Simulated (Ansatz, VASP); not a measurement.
**One calculation of Ir, two programs**

```
CELL_PARAMETERS angstrom
0.00000 2.70655 2.70655
2.70655 0.00000 2.70655
2.70655 2.70655 0.00000
ATOMIC_POSITIONS crystal
Ir 0.87500 0.87500 0.87500
Ir 0.12500 0.12500 0.12500
```

Change from the starting cell: volume scaled by 0.95, LAPW.

Alike in both runs: task single point; functional PBEsol; k mesh 13 × 13 × 13; occupations fermi-dirac, width 0.05 eV; no spin polarisation.

|  | VASP | Ansatz |
| --- | --- | --- |
| version | VASP 6.6.1 | Ansatz 0.2.0 |
| potentials or method | VASP PAW PBE potentials, release 64 (Ir), cutoff 520 eV | all-electron LAPW, scalar-relativistic |

VASP gave:

```
pressure (GPa) : 11.4
```

**Question.** Estimate Ansatz's values.

**Answer.** Pressure (GPa): 12.0.

VASP's potentials were made for PBE, not for PBEsol. Ansatz ran all-electron here, and VASP with PAW potentials.

Neither program's run includes spin-orbit coupling.
